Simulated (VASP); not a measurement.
A run of VASP 6.6.1 is set up as follows.

POSCAR

```
CdO
1.0
    0.0000000000      2.3530013813      2.3530013813
    2.3530013813      0.0000000000      2.3530013813
    2.3530013813      2.3530013813      0.0000000000
Cd O
1 1
Direct
    0.0000000000      0.0000000000      0.0000000000
    0.5000000000      0.5000000000      0.5000000000
```

Contents of INCAR.step1:

```
SYSTEM = CdO
PREC = Accurate ; ENCUT = 660
ISMEAR = -1 ; SIGMA = 0.02
LREAL = .FALSE. ; LASPH = .TRUE.
NELM = 120 ; NBANDS = 16
GGA = PE ; ALGO = Normal
EDIFF = 1E-5 ; LWAVE = .TRUE.
LCHARG = .FALSE. ; GGA_COMPAT = .FALSE.
```

INCAR.step2

```
SYSTEM = CdO
PREC = Accurate ; ENCUT = 660
EDIFF = 1E-6 ; ISMEAR = -1
SIGMA = 0.02 ; LREAL = .FALSE.
LASPH = .TRUE. ; NELM = 120
ALGO = Normal ; ISIF = 2
LWAVE = .FALSE. ; LCHARG = .FALSE.
METAGGA = R2SCAN ; LMIXTAU = .TRUE.
NBANDS = 16 ; ISTART = 1
GGA_COMPAT = .FALSE.
```

KPOINTS

```
regular mesh
0
G
  10 10 10
  0 0 0
```

Potentials or basis: VASP PAW PBE potentials, release 64 (Cd, O).

Command:

```console
$ cat potpaw_PBE.64/Cd/POTCAR potpaw_PBE.64/O/POTCAR > POTCAR
$ cp INCAR.step1 INCAR
$ mpirun -np 1 vasp_std > vasp.out
$ cp INCAR.step2 INCAR
$ mpirun -np 1 vasp_std > vasp.out
```

Question: Estimate the band gap on the k mesh.

Answer: 0.07 eV (least direct gap 1.40 eV).

Question: Estimate the pressure.

Answer: 1.5 GPa.

Caveat: the PAW data sets were made with another functional, which shifts forces and pressure a little. A k mesh can miss the band edges.
